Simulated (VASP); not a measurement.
# BiMo (zincblende type) (F-43m) in VASP: notebook, part 2 of 2

VASP 6.6.1. Earlier steps stand in the parts before.

### 5 Relaxation of cell and atoms, PBEsol, target pressure 400 GPa, at which the enthalpy is minimised

File INCAR:

```
PREC = Accurate ; ENCUT = 600
EDIFF = 1E-6 ; ISMEAR = -1
SIGMA = 0.1 ; LREAL = False
LASPH = True ; NELM = 60
ALGO = Normal ; ISIF = 3
LWAVE = False ; LCHARG = False
GGA = PS ; IBRION = 2
NSW = 32 ; EDIFFG = -0.005
PSTRESS = 4000.0
```

File KPOINTS:

```
Automatic mesh
0
Gamma
  13 13 13
```

File POSCAR:

```
BiMo
1.0
    0.0000000000      2.3478305169      2.3478305169
    2.3478305169      0.0000000000      2.3478305169
    2.3478305169      2.3478305169      0.0000000000
Mo Bi
1 1
Direct
    0.0000000000      0.0000000000      0.0000000000
    0.2500000000      0.2500000000      0.2500000000
```

Potentials or basis: VASP PAW PBE potentials, release 64 (Mo_sv, Bi_d).

Launch:

```console
> cat potpaw_PBE.64/Mo_sv/POTCAR potpaw_PBE.64/Bi_d/POTCAR > POTCAR
> mpirun -np 1 vasp_std > vasp.out
```

OUTCAR:

```text
PREC = Accurate
   ENCUT = 600
   EDIFF = 1E-6
   ISMEAR = -1
   LREAL = False
   LASPH = True
   NELM = 60
   ISIF = 3
   GGA = PS
   IBRION = 2
   NSW = 32
   EDIFFG = -0.005
   PSTRESS = 4000.0

 ion  position               nearest neighbor table
   1  0.000  0.000  0.000-   2 2.03   2 2.03   2 2.03   2 2.03
   2  0.250  0.250  0.250-   1 2.03   1 2.03   1 2.03   1 2.03

  LATTYP: Found a face centered cubic cell.
 ALAT       =     4.6956610338

  Lattice vectors:

 A1 = (   0.0000000000,   2.3478305169,   2.3478305169)
 A2 = (   2.3478305169,   0.0000000000,   2.3478305169)
 A3 = (   2.3478305169,   2.3478305169,   0.0000000000)

Analysis of symmetry for initial positions (statically):
=====================================================================
[... 252 lines left out ...]
  ext. energy  EPLUGINS =         0.00000000
  ---------------------------------------------------
  free energy    TOTEN  =         7.78373278 eV

  energy without entropy =        7.85330831  energy(sigma->0) =        7.81852054

 E-fermi :  18.7298     XC(G=0): -14.5805

 val. band max:       18.7289431564   @ k =  -0.3077   0.1538   0.0000
 cond. band min:      18.7436581517   @ k =   0.0000   0.0000   0.0000
 fundamental gap:      0.0147149953
 Fermi energy:        18.7297518067

 k-point     1 :       0.0000    0.0000    0.0000
  band No.  band energies     occupation
      1     -41.5542      2.00000
      2     -17.0836      2.00000
      3     -17.0836      2.00000
      4     -17.0836      2.00000
      5      -6.0873      2.00000
      6      -6.0873      2.00000
[... 481 lines left out ...]
      5      -6.1765      2.00000
      6      -5.9747      2.00000
[... 10 lines left out ...]
     17      25.2889      0.00000
     18      26.0583      0.00000

 [... further k-points ...]

------------------------ aborting loop because EDIFF is reached ----------------------------------------

  FORCE on cell =-STRESS in cart. coord.  units (eV):
  Direction    XX          YY          ZZ          XY          YZ          ZX
  --------------------------------------------------------------------------------------
  -------------------------------------------------------------------------------------
  Total       64.6117212     64.6117212     64.6117212     -0.0000000      0.0000000      0.0000000
  in kB     4000.5005345   4000.5005345   4000.5005345     -0.0000000      0.0000000      0.0000000
  external PRESSURE =       0.5005345 kB  Pullay stress =    4000.0000000 kB
[... 21 lines left out ...]
  energy  without entropy=        7.8533083105  energy(sigma->0) =        7.81852054

  enthalpy is  TOTEN    =        72.3873698724 eV   P V=       64.6036370950

 reached required accuracy - stopping structural energy minimisation
```

OSZICAR:

```text
N       E                     dE             d eps       ncg     rms          rms(c)
DAV:   1     0.356035924586E+03    0.35604E+03   -0.17808E+04  3064   0.250E+03
DAV:   2     0.280934499543E+02   -0.32794E+03   -0.32171E+03  3070   0.585E+02
DAV:   3     0.739294209127E+01   -0.20701E+02   -0.19960E+02  3388   0.149E+02
[... 20 lines left out ...]
DAV:   2     0.778318327481E+01    0.53943E-02   -0.16207E-02  3600   0.167E+00    0.186E-01
DAV:   3     0.778371176272E+01    0.52849E-03   -0.14364E-03  3804   0.858E-01    0.619E-02
DAV:   4     0.778373950417E+01    0.27741E-04   -0.25778E-04  3880   0.381E-01    0.284E-02
DAV:   5     0.778373233178E+01   -0.71724E-05   -0.33053E-05  3874   0.595E-02    0.156E-02
DAV:   6     0.778373277737E+01    0.44559E-06   -0.47217E-06  3302   0.475E-02
   3 F= 0.72387370E+02 E0= 0.72422158E+02  d E =-.533515E-05
```

It took 2.5 min on 1 thread of Intel Xeon 8259CL, shared host; peak memory 0.2 GiB.

Results:

| Property | Result |
| --- | --- |
| Free energy | 7.7837 eV |
| Relaxed volume | 12.94 Å³/atom |
| Relaxed cell | a = 3.320 Å, b = 3.320 Å, c = 3.320 Å, α = 60.00°, β = 60.00°, γ = 60.00° |
| Space group after relaxing (to 0.1 Å) | F-43m (No. 216) |
| Energy change on relaxing (the run minimises the enthalpy) | +9.1 meV/atom |
| Ionic steps | 3 |
| Pressure after relaxing | 400.1 GPa |
| Band gap on the k mesh | zero (an odd number of electrons rules out a gap without spin polarisation) |

The path:
```csv
step,energy change (eV),largest force (eV/Å),pressure (GPa),volume (Å³)
1,0.0000,0.0000,399.62,25.88
2,0.2877,0.0000,405.42,25.77
3,0.0182,0.0000,400.05,25.88
```

Final structure:
```
Mo Bi
1.0
     0.00000    2.34761    2.34761
     2.34761    0.00000    2.34761
     2.34761    2.34761    0.00000
Mo Bi
1 1
Direct
  0.00000 0.00000 0.00000
  0.25000 0.25000 0.25000
```

Caveat: the cell is relaxed towards a set pressure, so the run minimises the enthalpy, not the energy; atoms lie so close that the PAW spheres overlap strongly, which falsifies energies and pressures; the PAW data sets were made with another functional, which shifts forces and pressure a little; spin-orbit coupling is left out, which moves the levels of the heavy elements.

### 6 Overview

| task | cell | cutoff (eV) | gap on the mesh (eV) | pressure (GPa) |
| --- | --- | --- | --- | --- |
| single point | a = 3.320 Å, angles 60.0°, 2 atoms | 520 | none | 400.1 |
| relaxation of cell and atoms | relaxed to 400 GPa from a = 3.197 Å, angles 60.0°, 2 atoms | 600 | none | 400.0 |
| relaxation of cell and atoms | relaxed to 400 GPa from a = 3.320 Å, angles 60.0°, 2 atoms | 600 | none | 400.1 |

Alike in all rows: level PBEsol; potentials or basis VASP PAW PBE potentials, release 64 (Mo_sv, Bi_d); no spin polarisation; k mesh 13 × 13 × 13; smearing fermi-dirac 0.1 eV.

Caveats: atoms lie so close that the PAW spheres overlap strongly, which falsifies energies and pressures; the PAW data sets were made with another functional, which shifts forces and pressure a little; spin-orbit coupling is left out, which moves the levels of the heavy elements; the cell is relaxed towards a set pressure, so the run minimises the enthalpy, not the energy (at least some runs); the cell stands under pressure (at least some runs).

Absolute energies hang on the potentials; compare differences alone.
